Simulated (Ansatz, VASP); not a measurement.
One calculation of Na3ZrB, two programs

```xyz
10
Lattice="6.1545 0.0000 0.0000 -3.0773 5.3300 0.0000 0.0000 0.0000 5.2581" Properties=species:S:1:pos:R:3 pbc="T T T"
Na    0.0000    1.5564    1.3145
Na    4.8067    0.7782    3.9436
Na    3.0773    3.7736    3.9436
Na   -1.7294    4.5518    1.3145
Na    1.7294    4.5518    1.3145
Na    1.3478    0.7782    3.9436
Zr    0.0000    3.5533    3.9436
Zr    3.0773    1.7767    1.3145
B     0.0000    0.0000    2.6291
B     0.0000    0.0000    0.0000
```

Alike in both runs: task relaxation of cell and atoms; functional PBE; k mesh 3 × 3 × 4; occupations gaussian, width 0.1 eV; no spin polarisation.

```csv
,VASP,Ansatz
version,VASP 6.6.1,Ansatz 0.2.0
potentials or method,"VASP PAW PBE potentials, release 64 (Na_pv, Zr_sv, B), cutoff 600 eV","scalar-relativistic, plane waves, PAW"
valence electrons in the cell,72,84
```

VASP gave:

| Quantity | Value |
| --- | --- |
| gap on the k mesh at the Fermi level, each at its own relaxed structure (eV) | none |
| relaxed volume (Å³/atom) | 23.70 |
| relaxed cell length with the largest relative difference (Å) | 5.615 |

Task: Which values does Ansatz return?

Result: gap on the k mesh at the Fermi level, each at its own relaxed structure (eV): none; relaxed volume (Å³/atom): 23.73; relaxed cell length with the largest relative difference (Å): 5.627.

A gap of «none» marks a metal or a gap that the smearing closes. VASP's potentials hold 72 valence electrons a cell and Ansatz's 84, so a difference there can come from the potentials and not from the codes.

The k mesh is coarse, so the values compare programs but aren't converged. Noted on VASP's run: the volume moved by over 15 % at a fixed basis, so the end points are rough.
